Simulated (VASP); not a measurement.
# Cs (Im-3m) in VASP: single point with r2SCANh

Aim: the single point of Cs with r2SCANh.

All numbers are computed with VASP 6.6.1; they aren't measurements. Logs are shortened: lines on timing, memory, paths and dates and some standing lists are left out, and cuts for length are marked.

## Step 1: The cell of the first run

It takes space group Im-3m (No. 229, cubic). The conventional cell has a = 6.270 Å, b = 6.270 Å, c = 6.270 Å, α = 90.00°, β = 90.00°, γ = 90.00°.

## Step 2: Single point, r2SCANh

Input file POSCAR:

```
Cs
1.0
   -3.1348858231      3.1348858231      3.1348858231
    3.1348858231     -3.1348858231      3.1348858231
    3.1348858231      3.1348858231     -3.1348858231
Cs
1
Direct
    0.0000000000      0.0000000000      0.0000000000
```

Input file INCAR.step1:

```
ALGO     = Normal         # electronic algorithm
EDIFF    = 1E-5           # SCF threshold, eV
ENCUT    = 440            # plane-wave cutoff, eV
GGA      = PE             # functional
GGA_COMPAT= False        
ISIF     = 2              # what is computed and relaxed
ISMEAR   = -1             # smearing method
LASPH    = True           # aspherical terms in the spheres
LCHARG   = False          # write CHGCAR
LREAL    = False          # projectors in reciprocal space
LWAVE    = True           # write WAVECAR
NBANDS   = 10             # bands
NELM     = 120            # most SCF steps
PREC     = Accurate       # precision mode
SIGMA    = 0.1            # smearing width, eV
```

Input file INCAR.step2:

```
AEXX     = 0.1            # exact-exchange fraction
ALGO     = Normal         # electronic algorithm
EDIFF    = 1E-6           # SCF threshold, eV
ENCUT    = 440            # plane-wave cutoff, eV
GGA_COMPAT= False        
ISIF     = 2              # what is computed and relaxed
ISMEAR   = -1             # smearing method
ISTART   = 1            
LASPH    = True           # aspherical terms in the spheres
LCHARG   = False          # write CHGCAR
LHFCALC  = True           # exact exchange
LMIXTAU  = True         
LREAL    = False          # projectors in reciprocal space
LWAVE    = False          # write WAVECAR
METAGGA  = R2SCAN         # meta-GGA
NBANDS   = 10             # bands
NELM     = 120            # most SCF steps
PREC     = Accurate       # precision mode
PRECFOCK = Normal       
SIGMA    = 0.1            # smearing width, eV
```

Input file KPOINTS:

```
k-points
0
Gamma
  4 4 4
```

Potentials or basis: VASP PAW PBE potentials, release 64 (Cs_sv).

On the command line:

```sh
$ cat potpaw_PBE.64/Cs_sv/POTCAR > POTCAR
$ cp INCAR.step1 INCAR
$ mpirun -np 1 vasp_std > vasp.out
$ cp INCAR.step2 INCAR
$ mpirun -np 1 vasp_std > vasp.out
```

OUTCAR:

```text
AEXX = 0.1
   EDIFF = 1E-6
   ENCUT = 440
   ISIF = 2
   ISMEAR = -1
   ISTART = 1
   LASPH = True
   LHFCALC = True
   LREAL = False
   METAGGA = R2SCAN
   NELM = 120
   PREC = Accurate
   PRECFOCK = Normal

 ion  position               nearest neighbor table
   1  0.000  0.000  0.000-

  LATTYP: Found a body centered cubic cell.
 ALAT       =     6.2697716462

  Lattice vectors:

 A1 = (  -3.1348858231,   3.1348858231,   3.1348858231)
 A2 = (   3.1348858231,  -3.1348858231,   3.1348858231)
 A3 = (   3.1348858231,   3.1348858231,  -3.1348858231)

Analysis of symmetry for initial positions (statically):
=====================================================================
 Subroutine PRICEL returns:
 Original cell was already a primitive cell.

 Routine SETGRP: Setting up the symmetry group for a
 body centered cubic supercell.

 Subroutine GETGRP returns: Found 48 space group operations
 (whereof 48 operations were pure point group operations)
 out of a pool of 48 trial point group operations.

The static configuration has the point symmetry O_h .

Analysis of symmetry for dynamics (positions and initial velocities):
=====================================================================
 Subroutine PRICEL returns:
 Original cell was already a primitive cell.

 Routine SETGRP: Setting up the symmetry group for a
 body centered cubic supercell.

 Subroutine GETGRP returns: Found 48 space group operations
 (whereof 48 operations were pure point group operations)
 out of a pool of 48 trial point group operations.

The dynamic configuration has the point symmetry O_h .

 Subroutine INISYM returns: Found 48 space group operations
 (whereof 48 operations are pure point group operations),
 and found     1 'primitive' translations

----------------------------------------------------------------------------------------

                                     Primitive cell

  volume of cell :     123.2325

  direct lattice vectors                    reciprocal lattice vectors
    -3.134885823  3.134885823  3.134885823     0.000000000  0.159495442  0.159495442
     3.134885823 -3.134885823  3.134885823     0.159495442  0.000000000  0.159495442
     3.134885823  3.134885823 -3.134885823     0.159495442  0.159495442  0.000000000

  length of vectors
[... 72 lines left out ...]
   TEBEG  =    0.0;   TEEND  =   0.0 temperature during run
   PSTRESS=    0.0 pullay stress
   NELECT =       9.0000    total number of electrons
   NUPDOWN=      -1.0000    fix difference up-down
   EMIN   =  10.00;   EMAX   =-10.00  energy-range for DOS
   EFERMI =   0.00;   METHOD = LEGACY
   ISMEAR =    -1;   SIGMA  =   0.10  broadening in eV -4-tet -1-fermi 0-gaus
   EFERMI_NEDOS =   21; number of points for ismear=-14 and -15
   IALGO  =     38    algorithm
   IMIX   =      1    mixing-type and parameters
     AMIX     =   0.40;   BMIX     =  1.00
     AMIX_MAG =   1.60;   BMIX_MAG =  1.00
  volume/ion in A,a.u.               =     123.23       831.61
  Fermi-wavevector in a.u.,A,eV,Ry     =   0.684301  1.293142  6.371174  0.468268
  Thomas-Fermi vector in A             =   1.763915
   LORBIT       =      0    0 simple, 1 ext, 2 COOP (PROOUT), +10 PAW based schemes
   METAGGA = R2SCAN    functional components
   LHFCALC =     T    Hartree Fock is set to
   PRECFOCK=normal    Normal, Fast or Accurate (Low or Medium for compatibility)
   ENCUT4O =  -1.0   cutoff for four orbital integrals eV
   NKREDX  =     1    reduce k-point grid by
   NKREDY  =     1    reduce k-point grid by
   NKREDZ  =     1    reduce k-point grid by
   AEXX    =    0.1000 exact exchange contribution
   HFSCREEN=    0.0000 screening length (either q_TF or 0.3 A-1)
   HFSCREENC=   0.0000 screening length for correlation (either q_TF or 0.3 A-1)
   ENCUTFOCK=  -1.0 apply spherical cutoff to Coloumb kernel
   IVDW    =     0    specifies the selected vdW correction
   LEPSILON=     F    determine dielectric tensor
   LRPA    =     F    only Hartree local field effects (RPA)
 non-spin polarized calculation
  energy-cutoff  :      440.00
  volume of cell :      123.23
 maximum number of plane-waves:      2616
 NGX is ok and might be reduce to    40
  NGX = 28; NGY = 28; NGZ = 28

 number of electron       8.9999999 magnetization

 Free energy of the ion-electron system (eV)
  ---------------------------------------------------
  ext. energy  EPLUGINS =         0.00000000
  ---------------------------------------------------
  free energy    TOTEN  =       -22.71381483 eV

  energy without entropy =      -22.65571161  energy(sigma->0) =      -22.68476322

 E-fermi :   0.3877     XC(G=0):  -5.0043

 val. band max:        0.3801497109   @ k =   0.2500   0.2500   0.0000
 cond. band min:       0.6178164705   @ k =   0.5000   0.0000   0.0000
 fundamental gap:      0.2376667596
 Fermi energy:         0.3877479007

 k-point     1 :       0.0000    0.0000    0.0000
  band No.  band energies     occupation
      1     -25.3499      2.00000
      2     -11.3628      2.00000
      3     -11.3628      2.00000
      4     -11.3628      2.00000
      5      -1.5977      2.00000
      6       3.3907      0.00000
      7       3.3907      0.00000
      8       3.3907      0.00000
      9       4.2337      0.00000
     10       4.2337      0.00000
[... 79 lines left out ...]
 k-point     8 :       0.5000    0.5000    0.5000
  band No.  band energies     occupation
      1     -25.3403      2.00000
      2     -11.4414      2.00000
      3     -11.4414      2.00000
      4     -11.4414      2.00000
      5       1.2858      0.00025
      6       1.2858      0.00025
      7       3.6256      0.00000
      8       3.6256      0.00000
      9       3.6256      0.00000
     10       5.3902      0.00000

------------------------ aborting loop because EDIFF is reached ----------------------------------------

  FORCE on cell =-STRESS in cart. coord.  units (eV):
  Direction    XX          YY          ZZ          XY          YZ          ZX
  --------------------------------------------------------------------------------------
  -------------------------------------------------------------------------------------
  Total        0.0338856      0.0338856      0.0338856      0.0000000      0.0000000     -0.0000000
  in kB        0.4405556      0.4405556      0.4405556      0.0000000      0.0000000     -0.0000000
  external PRESSURE =       0.4405556 kB  Pullay stress =       0.0000000 kB

 VOLUME and BASIS-vectors are now :
 -----------------------------------------------------------------------------
  energy-cutoff  :      440.00
  volume of cell :      123.23
      direct lattice vectors                 reciprocal lattice vectors
    -3.134885823  3.134885823  3.134885823     0.000000000  0.159495442  0.159495442
     3.134885823 -3.134885823  3.134885823     0.159495442  0.000000000  0.159495442
     3.134885823  3.134885823 -3.134885823     0.159495442  0.159495442  0.000000000

 POSITION                                       TOTAL-FORCE (eV/Angst)
 -----------------------------------------------------------------------------------
      0.00000      0.00000      0.00000        -0.000000      0.000000     -0.000000
 -----------------------------------------------------------------------------------
    total drift:                               -0.000000      0.000000      0.000000

  FREE ENERGIE OF THE ION-ELECTRON SYSTEM (eV)
  ---------------------------------------------------
  free  energy   TOTEN  =       -22.7138148297 eV

  energy  without entropy=      -22.6557116137  energy(sigma->0) =      -22.68476322
```

OSZICAR.step1:

```text
N       E                     dE             d eps       ncg     rms          rms(c)
DAV:   1     0.535186938834E+02    0.53519E+02   -0.26503E+03   160   0.540E+02
DAV:   2     0.433874316464E+01   -0.49180E+02   -0.47486E+02   212   0.102E+02
DAV:   3    -0.762896341816E+00   -0.51016E+01   -0.50950E+01   178   0.391E+01
DAV:   4    -0.843636478613E+00   -0.80740E-01   -0.80727E-01   222   0.585E+00
DAV:   5    -0.843996284986E+00   -0.35981E-03   -0.35981E-03   198   0.335E-01    0.127E-01
DAV:   6    -0.844869653962E+00   -0.87337E-03   -0.11892E-03   206   0.168E-01    0.885E-02
DAV:   7    -0.846088254026E+00   -0.12186E-02   -0.33582E-03   178   0.291E-01    0.337E-02
DAV:   8    -0.846169704512E+00   -0.81450E-04   -0.11183E-04   186   0.656E-02    0.394E-03
DAV:   9    -0.846170896113E+00   -0.11916E-05   -0.37894E-06   132   0.103E-02
   1 F= -.84617090E+00 E0= -.81326466E+00  d E =-.658125E-01
```

Wall time 14 min (1 thread of Intel Xeon 8259CL, shared host); peak memory 0.27 GiB.

Results:

| Item | Value |
| --- | --- |
| Free energy | -22.7138 eV |
| Pressure | 0.0 GPa |
| Band gap on the k mesh | zero (an odd number of electrons rules out a gap without spin polarisation) |

Levels at points of the mesh, in eV from the Fermi level:
```tsv
k point	band 1	band 2	band 3	band 4	band 5	band 6	band 7	band 8
(0.00, 0.00, 0.00)	-25.74	-11.75	-11.75	-11.75	-1.99	3.00	3.00	3.00
(0.50, 0.00, 0.00)	-25.73	-11.86	-11.79	-11.75	0.23	0.84	2.07	3.71
(0.50, 0.50, 0.50)	-25.73	-11.83	-11.83	-11.83	0.90	0.90	3.24	3.24
```

Caveat: the PAW data sets were made with another functional, which shifts forces and pressure a little; spin-orbit coupling is left out, which moves the levels of the heavy elements.

The gap in the log of VASP goes by the Fermi energy; the results here count the filled bands.